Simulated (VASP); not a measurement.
# KBr (I4/mmm) in VASP: notebook

Runs on KBr. Level: PBEsol. Tasks: single point.

Everything below comes from runs of VASP 6.6.1. Logs are shortened: lines on timing, memory, paths and dates and some standing lists are left out, and cuts for length are marked.

## (1) The cell of the first run

It takes space group I4/mmm (No. 139, tetragonal). The conventional cell has a = 4.284 Å, b = 4.284 Å, c = 6.585 Å, α = 90.00°, β = 90.00°, γ = 90.00°. Within 4.0 Å of K (site symmetry 4/mmm) lie 6 Br at 3.03 to 3.29 Å. Br (site symmetry 4/mmm) has 6 K at 3.03 to 3.29 Å within 4.0 Å.

## (2) Single point, PBEsol (strain -0.080 along x and y, +0.000 along z)

File INCAR:

```
  PREC = Accurate
  ENCUT = 520
  EDIFF = 1E-6
  ISMEAR = 0
  SIGMA = 0.05
  LREAL = F
  LASPH = T
  NELM = 80
  ALGO = Normal
  ISIF = 2
  LWAVE = F
  LCHARG = F
  GGA = PS
  NBANDS = 15
```

File KPOINTS:

```
regular mesh
0
Gamma
  6 6 6
```

File POSCAR:

```
KBr
1.0
    0.0000000000      3.0291000000      3.2925000000
    3.0291000000      0.0000000000      3.2925000000
    3.0291000000      3.0291000000      0.0000000000
K Br
1 1
Direct
    0.0000000000      0.0000000000      0.0000000000
    0.5000000000      0.5000000000      0.5000000000
```

Potentials or basis: VASP PAW PBE potentials, release 64 (K_sv, Br).

Run with:

```
$ cat potpaw_PBE.64/K_sv/POTCAR potpaw_PBE.64/Br/POTCAR > POTCAR
$ mpirun -np 1 vasp_std > vasp.out
```

OUTCAR:

```text
PREC = Accurate
   ENCUT = 520
   EDIFF = 1E-6
   ISMEAR = 0
   LREAL = F
   LASPH = T
   NELM = 80
   ISIF = 2
   GGA = PS

 ion  position               nearest neighbor table
   1  0.000  0.000  0.000-   2 3.03   2 3.03   2 3.03   2 3.03   2 3.29   2 3.29
   2  0.500  0.500  0.500-   1 3.03   1 3.03   1 3.03   1 3.03   1 3.29   1 3.29

  LATTYP: Found a body centered tetragonal cell.
 ALAT       =     4.2837943018
 C/A-ratio  =     1.5371886548

  Lattice vectors:

 A1 = (  -3.0291000000,   0.0000000000,   3.2925000000)
 A2 = (   3.0291000000,   0.0000000000,   3.2925000000)
 A3 = (   0.0000000000,   3.0291000000,  -3.2925000000)

Analysis of symmetry for initial positions (statically):
=====================================================================
 Subroutine PRICEL returns:
 Original cell was already a primitive cell.

 Routine SETGRP: Setting up the symmetry group for a
 body centered tetragonal supercell.

 Subroutine GETGRP returns: Found 16 space group operations
 (whereof 16 operations were pure point group operations)
 out of a pool of 16 trial point group operations.

The static configuration has the point symmetry D_4h.

Analysis of symmetry for dynamics (positions and initial velocities):
=====================================================================
 Subroutine PRICEL returns:
 Original cell was already a primitive cell.

 Routine SETGRP: Setting up the symmetry group for a
 body centered tetragonal supercell.

 Subroutine GETGRP returns: Found 16 space group operations
 (whereof 16 operations were pure point group operations)
 out of a pool of 16 trial point group operations.

The dynamic configuration has the point symmetry D_4h.

 Subroutine INISYM returns: Found 16 space group operations
 (whereof 16 operations are pure point group operations),
 and found     1 'primitive' translations

----------------------------------------------------------------------------------------

                                     Primitive cell

  volume of cell :      60.4203

  direct lattice vectors                    reciprocal lattice vectors
     0.000000000  3.029100000  3.292500000    -0.165065531  0.165065531  0.151860289
     3.029100000  0.000000000  3.292500000     0.165065531 -0.165065531  0.151860289
     3.029100000  3.029100000  0.000000000     0.165065531  0.165065531 -0.151860289

  length of vectors
     4.473924794  4.473924794  4.283794302     0.278486636  0.278486636  0.278486636

  position of ions in fractional coordinates (direct lattice)
     0.000000000  0.000000000  0.000000000
     0.500000000  0.500000000  0.500000000

  ion indices of the primitive-cell ions
   primitive index   ion index
                 1           1
                 2           2

----------------------------------------------------------------------------------------

 KPOINTS: regular mesh

Automatic generation of k-mesh.
 Grid dimensions read from file:
 generate k-points for:    6    6    6

 Generating k-lattice:

  Cartesian coordinates                     Fractional coordinates (reciprocal lattice)
    -0.027510922  0.027510922  0.025310048     0.166666667  0.000000000  0.000000000
     0.027510922 -0.027510922  0.025310048     0.000000000  0.166666667  0.000000000
     0.027510922  0.027510922 -0.025310048     0.000000000  0.000000000  0.166666667

  Length of vectors
     0.046414439  0.046414439  0.046414439

  Shift w.r.t. Gamma in fractional coordinates (k-lattice)
     0.000000000  0.000000000  0.000000000

 Subroutine IBZKPT returns following result:
 ===========================================

 Found     30 irreducible k-points:

 Following reciprocal coordinates:
            Coordinates               Weight
  0.000000  0.000000  0.000000      1.000000
  0.166667 -0.000000  0.000000      8.000000
  0.333333 -0.000000  0.000000      8.000000
  0.500000  0.000000  0.000000      4.000000
  0.166667  0.166667  0.000000      2.000000
  0.333333  0.166667  0.000000      8.000000
[... 16 lines left out ...]
  0.333333  0.000000  0.333333      4.000000
  0.500000 -0.000000  0.333333     16.000000
 [... further k-points ...]
   k-points           NKPTS =     30   k-points in BZ     NKDIM =     30   number of bands    NBANDS=     15
   number of dos      NEDOS =    301   number of ions     NIONS =      2
   total plane-waves  NPLWV =  41472
   dimension x,y,z NGX =    36 NGY =   36 NGZ =   32
   dimension x,y,z NGXF=    72 NGYF=   72 NGZF=   64
   ions per type =               1   1
   NGX,Y,Z   is equivalent  to a cutoff of  13.38, 13.38, 12.42 a.u.
   NGXF,Y,Z  is equivalent  to a cutoff of  26.75, 26.75, 24.84 a.u.
 SYSTEM =  unknown system
   PREC   = accura    normal or accurate (medium, high low for compatibility)
   ISTART =      0    job   : 0-new  1-cont  2-samecut
   ICHARG =      2    charge: 1-file 2-atom 10-const
   ISPIN  =      1    spin polarized calculation?
   LNONCOLLINEAR =      F non collinear calculations
   LSORBIT =      F    spin-orbit coupling
   LASPH  =      T    aspherical Exc in radial PAW
   ENCUT  =  520.0 eV  38.22 Ry    6.18 a.u.   8.32  8.32  7.97*2*pi/ulx,y,z
   NELM   =     80;   NELMIN=  2; NELMDL= -5     # of ELM steps
   EDIFF  = 0.1E-05   stopping-criterion for ELM
   LREAL  =      F    real-space projection
   EDIFFG = 0.1E-04   stopping-criterion for IOM
   NSW    =      0    number of steps for IOM
   IBRION =     -1    ionic relax: 0-MD 1-quasi-New 2-CG
   NFREE  =      0    steps in history (QN), initial steepest desc. (CG)
   ISIF   =      2    stress and relaxation
   ISYM   =      2    0-nonsym 1-usesym 2-fastsym
   POTIM  = 0.5000    time-step for ionic-motion
   TEBEG  =    0.0;   TEEND  =   0.0 temperature during run
   PSTRESS=    0.0 pullay stress
   NELECT =      16.0000    total number of electrons
   NUPDOWN=      -1.0000    fix difference up-down
   EMIN   =  10.00;   EMAX   =-10.00  energy-range for DOS
   EFERMI =   0.00;   METHOD = LEGACY
   ISMEAR =     0;   SIGMA  =   0.05  broadening in eV -4-tet -1-fermi 0-gaus
   EFERMI_NEDOS =   21; number of points for ismear=-14 and -15
   IALGO  =     38    algorithm
   IMIX   =      4    mixing-type and parameters
     AMIX     =   0.40;   BMIX     =  1.00
     AMIX_MAG =   1.60;   BMIX_MAG =  1.00
  volume/ion in A,a.u.               =      30.21       203.87
  Fermi-wavevector in a.u.,A,eV,Ry     =   1.051285  1.986641 15.037163  1.105200
  Thomas-Fermi vector in A             =   2.186322
   LORBIT       =      0    0 simple, 1 ext, 2 COOP (PROOUT), +10 PAW based schemes
   GGA     = PS    functional components
   LHFCALC =     F    Hartree Fock is set to
   AEXX    =    0.0000 exact exchange contribution
   IVDW    =     0    specifies the selected vdW correction
   LEPSILON=     F    determine dielectric tensor
   LRPA    =     F    only Hartree local field effects (RPA)
 non-spin polarized calculation
 Gauss-broadening in eV      SIGMA  =   0.05
  energy-cutoff  :      520.00
  volume of cell :       60.42
 maximum number of plane-waves:      1642
 NGX is ok and might be reduce to    36
   NGX = 17   NGY = 17   NGZ = 15

 number of electron      16.0000000 magnetization

 Free energy of the ion-electron system (eV)
  ---------------------------------------------------
  ext. energy  EPLUGINS =         0.00000000
  ---------------------------------------------------
  free energy    TOTEN  =        -6.30926830 eV

  energy without entropy =       -6.30926830  energy(sigma->0) =       -6.30926830

 E-fermi :  -0.7011     XC(G=0):  -8.2846

 val. band max:       -0.9967154923   @ k =   0.0000   0.0000   0.0000
 cond. band min:       3.6710624413   @ k =   0.0000   0.0000   0.0000
 fundamental gap:      4.6677779336
 Fermi energy:        -0.7011306268

 k-point     1 :       0.0000    0.0000    0.0000
  band No.  band energies     occupation
      1     -28.3265      2.00000
      2     -13.6153      2.00000
      3     -11.9032      2.00000
      4     -11.9032      2.00000
      5     -11.8738      2.00000
      6      -1.1164      2.00000
      7      -0.9967      2.00000
      8      -0.9967      2.00000
      9       3.6711      0.00000
     10       6.0423      0.00000
     11       6.6535      0.00000
     12       6.6535      0.00000
     13       7.2701      0.00000
     14       7.6001      0.00000
     15      10.7603      0.00000

 k-point     2 :       0.1667   -0.0000    0.0000
  band No.  band energies     occupation
      1     -28.3225      2.00000
      2     -13.6933      2.00000
      3     -11.9002      2.00000
      4     -11.8851      2.00000
      5     -11.7868      2.00000
      6      -1.5496      2.00000
      7      -1.2195      2.00000
      8      -1.1500      2.00000
      9       4.4305      0.00000
     10       6.2602      0.00000
     11       6.7311      0.00000
     12       7.0192      0.00000
     13       7.7561      0.00000
     14       8.1158      0.00000
     15      11.8773      0.00000

 k-point     3 :       0.3333   -0.0000    0.0000
  band No.  band energies     occupation
      1     -28.3146      2.00000
      2     -13.8283      2.00000
      3     -11.8984      2.00000
      4     -11.8941      2.00000
      5     -11.5807      2.00000
      6      -2.3350      2.00000
      7      -1.4775      2.00000
      8      -1.4302      2.00000
      9       5.4198      0.00000
     10       6.9579      0.00000
     11       7.7316      0.00000
     12       8.0196      0.00000
     13       8.9472      0.00000
     14       9.3901      0.00000
     15      11.0671      0.00000
[... 343 lines left out ...]
 k-point    23 :       0.3333    0.0000    0.3333
  band No.  band energies     occupation
      1     -28.3095      2.00000
      2     -13.6487      2.00000
      3     -11.9871      2.00000
      4     -11.9187      2.00000
      5     -11.8150      2.00000
      6      -2.1424      2.00000
      7      -1.3947      2.00000
      8      -1.3552      2.00000
      9       4.7662      0.00000
     10       5.9242      0.00000
     11       8.2804      0.00000
     12       9.2741      0.00000
     13       9.4931      0.00000
     14       9.5165      0.00000
     15      10.9846      0.00000

 k-point    24 :       0.5000   -0.0000    0.3333
  band No.  band energies     occupation
      1     -28.3058      2.00000
      2     -13.5874      2.00000
      3     -12.0302      2.00000
      4     -11.9450      2.00000
      5     -11.8643      2.00000
      6      -2.0431      2.00000
      7      -1.6202      2.00000
      8      -1.4759      2.00000
      9       4.9196      0.00000
     10       6.9204      0.00000
     11       8.4030      0.00000
     12       8.9054      0.00000
     13       9.4194      0.00000
     14       9.8917      0.00000
     15      10.7738      0.00000

 [... further k-points ...]
[... 5 lines left out ...]
  --------------------------------------------------------------------------------------
  -------------------------------------------------------------------------------------
  Total        2.1601391      2.1601391      0.2376824      0.0000000      0.0000000      0.0000000
  in kB       57.2808292     57.2808292      6.3026700      0.0000000      0.0000000      0.0000000
  external PRESSURE =      40.2881094 kB  Pullay stress =       0.0000000 kB

 VOLUME and BASIS-vectors are now :
 -----------------------------------------------------------------------------
  energy-cutoff  :      520.00
  volume of cell :       60.42
      direct lattice vectors                 reciprocal lattice vectors
     0.000000000  3.029100000  3.292500000    -0.165065531  0.165065531  0.151860289
     3.029100000  0.000000000  3.292500000     0.165065531 -0.165065531  0.151860289
     3.029100000  3.029100000  0.000000000     0.165065531  0.165065531 -0.151860289

 POSITION                                       TOTAL-FORCE (eV/Angst)
 -----------------------------------------------------------------------------------
      0.00000      0.00000      0.00000        -0.000000      0.000000     -0.000000
      3.02910      3.02910      3.29250         0.000000     -0.000000      0.000000
 -----------------------------------------------------------------------------------
    total drift:                                0.000000      0.000000      0.000000

  FREE ENERGIE OF THE ION-ELECTRON SYSTEM (eV)
  ---------------------------------------------------
  free  energy   TOTEN  =        -6.3092683012 eV

  energy  without entropy=       -6.3092683012  energy(sigma->0) =       -6.30926830
```

Wall time 14 s (1 thread of Intel Xeon 6975P-C (Granite Rapids), shared host); peak memory 0.19 GiB.

Results:

```
Free energy            : -6.3093 eV
Pressure               : 4.0 GPa
Band gap on the k mesh : 4.67 eV, direct
```

Caveat: the cell differs from its parent crystal (strain -0.080 along x and y, +0.000 along z); the PAW data sets were made with another functional, which shifts forces and pressure a little.

## (3) Single point, PBEsol (strain -0.040 along x and y, -0.080 along z)

File INCAR:

```
ALGO = Normal
EDIFF = 1E-6
ENCUT = 520
GGA = PS
ISIF = 2
ISMEAR = 0
LASPH = True
LCHARG = True
LELF = True
LREAL = False
LVHAR = True
LWAVE = False
NBANDS = 15
NELM = 100
PREC = Accurate
SIGMA = 0.05
```

File KPOINTS:

```
k-points
0
Gamma
  6 6 6
```

File POSCAR:

```
KBr
1.0
    0.0000000000      3.1608000000      3.0291000000
    3.1608000000      0.0000000000      3.0291000000
    3.1608000000      3.1608000000      0.0000000000
K Br
1 1
Direct
    0.0000000000      0.0000000000      0.0000000000
    0.5000000000      0.5000000000      0.5000000000
```

Potentials or basis: VASP PAW PBE potentials, release 64 (K_sv, Br).

Run with:

```
$ cat potpaw_PBE.64/K_sv/POTCAR potpaw_PBE.64/Br/POTCAR > POTCAR
$ mpirun -np 1 vasp_std > vasp.out
```

OUTCAR:

```text
EDIFF = 1E-6
   ENCUT = 520
   GGA = PS
   ISIF = 2
   ISMEAR = 0
   LASPH = True
   LREAL = False
   NELM = 100
   PREC = Accurate

 ion  position               nearest neighbor table
   1  0.000  0.000  0.000-   2 3.03   2 3.03   2 3.16   2 3.16   2 3.16   2 3.16
   2  0.500  0.500  0.500-   1 3.03   1 3.03   1 3.16   1 3.16   1 3.16   1 3.16

  LATTYP: Found a body centered tetragonal cell.
 ALAT       =     4.4700462279
 C/A-ratio  =     1.3552879973

  Lattice vectors:

 A1 = (   0.0000000000,  -3.1608000000,  -3.0291000000)
 A2 = (   0.0000000000,   3.1608000000,  -3.0291000000)
 A3 = (   3.1608000000,   0.0000000000,   3.0291000000)

Analysis of symmetry for initial positions (statically):
=====================================================================
 Subroutine PRICEL returns:
 Original cell was already a primitive cell.

 Routine SETGRP: Setting up the symmetry group for a
 body centered tetragonal supercell.

 Subroutine GETGRP returns: Found 16 space group operations
 (whereof 16 operations were pure point group operations)
 out of a pool of 16 trial point group operations.

The static configuration has the point symmetry D_4h.

Analysis of symmetry for dynamics (positions and initial velocities):
=====================================================================
 Subroutine PRICEL returns:
 Original cell was already a primitive cell.

 Routine SETGRP: Setting up the symmetry group for a
 body centered tetragonal supercell.

 Subroutine GETGRP returns: Found 16 space group operations
 (whereof 16 operations were pure point group operations)
 out of a pool of 16 trial point group operations.

The dynamic configuration has the point symmetry D_4h.

 Subroutine INISYM returns: Found 16 space group operations
 (whereof 16 operations are pure point group operations),
 and found     1 'primitive' translations

[... 115 lines left out ...]
  volume/ion in A,a.u.               =      30.26       204.22
  Fermi-wavevector in a.u.,A,eV,Ry     =   1.050676  1.985490 15.019753  1.103921
  Thomas-Fermi vector in A             =   2.185689
   LORBIT       =      0    0 simple, 1 ext, 2 COOP (PROOUT), +10 PAW based schemes
   GGA     = PS    functional components
   LHFCALC =     F    Hartree Fock is set to
   AEXX    =    0.0000 exact exchange contribution
   IVDW    =     0    specifies the selected vdW correction
   LEPSILON=     F    determine dielectric tensor
   LRPA    =     F    only Hartree local field effects (RPA)
 non-spin polarized calculation
 Gauss-broadening in eV      SIGMA  =   0.05
  energy-cutoff  :      520.00
  volume of cell :       60.53
 maximum number of plane-waves:      1651
 NGX is ok and might be reduce to    36
   NGX = 17   NGY = 17   NGZ = 17

 number of electron      16.0000000 magnetization

 Free energy of the ion-electron system (eV)
  ---------------------------------------------------
  ext. energy  EPLUGINS =         0.00000000
  ---------------------------------------------------
  free energy    TOTEN  =        -6.35055632 eV

  energy without entropy =       -6.35055632  energy(sigma->0) =       -6.35055632

 E-fermi :  -0.7343     XC(G=0):  -8.2856

 val. band max:       -1.0052243773   @ k =   0.0000   0.0000   0.0000
 cond. band min:       3.6852349362   @ k =   0.0000   0.0000   0.0000
 fundamental gap:      4.6904593134
 Fermi energy:        -0.7343189715

 k-point     1 :       0.0000    0.0000    0.0000
  band No.  band energies     occupation
      1     -28.3477      2.00000
      2     -13.6167      2.00000
      3     -11.9271      2.00000
      4     -11.9007      2.00000
      5     -11.9007      2.00000
      6      -1.0750      2.00000
      7      -1.0750      2.00000
      8      -1.0052      2.00000
      9       3.6852      0.00000
     10       6.3232      0.00000
     11       6.3232      0.00000
     12       6.6360      0.00000
     13       7.2737      0.00000
     14       7.5221      0.00000
[... 401 lines left out ...]
      2     -13.5863      2.00000
      3     -12.0354      2.00000
      4     -11.9639      2.00000
      5     -11.8688      2.00000
      6      -2.1148      2.00000
      7      -1.6091      2.00000
      8      -1.4220      2.00000
      9       4.9653      0.00000
     10       6.9961      0.00000
     11       8.3530      0.00000
     12       8.7845      0.00000
     13       9.2805      0.00000
     14       9.8907      0.00000
     15      10.4838      0.00000

 [... further k-points ...]
[... 5 lines left out ...]
  --------------------------------------------------------------------------------------
  -------------------------------------------------------------------------------------
  Total        0.9632323      0.9632323      2.1515433      0.0000000     -0.0000000      0.0000000
  in kB       25.4978750     25.4978750     56.9538432      0.0000000     -0.0000000      0.0000000
  external PRESSURE =      35.9831977 kB  Pullay stress =       0.0000000 kB

 VOLUME and BASIS-vectors are now :
 -----------------------------------------------------------------------------
  energy-cutoff  :      520.00
  volume of cell :       60.53
      direct lattice vectors                 reciprocal lattice vectors
     0.000000000  3.160800000  3.029100000    -0.158187801  0.158187801  0.165065531
     3.160800000  0.000000000  3.029100000     0.158187801 -0.158187801  0.165065531
     3.160800000  3.160800000  0.000000000     0.158187801  0.158187801 -0.165065531

 POSITION                                       TOTAL-FORCE (eV/Angst)
 -----------------------------------------------------------------------------------
      0.00000      0.00000      0.00000         0.000000     -0.000000      0.000000
      3.16080      3.16080      3.02910        -0.000000      0.000000     -0.000000
 -----------------------------------------------------------------------------------
    total drift:                                0.000000      0.000000      0.000000

  FREE ENERGIE OF THE ION-ELECTRON SYSTEM (eV)
  ---------------------------------------------------
  free  energy   TOTEN  =        -6.3505563157 eV

  energy  without entropy=       -6.3505563157  energy(sigma->0) =       -6.35055632
```

Wall time 15 s (1 thread of Intel Xeon 6975P-C (Granite Rapids), shared host); peak memory 0.2 GiB.

Results:

```yaml
Free_energy: -6.3506 eV
Pressure: 3.6 GPa
Band_gap_on_the_k_mesh: 4.69 eV, direct
```

Caveat: the cell differs from its parent crystal (strain -0.040 along x and y, -0.080 along z); the PAW data sets were made with another functional, which shifts forces and pressure a little.
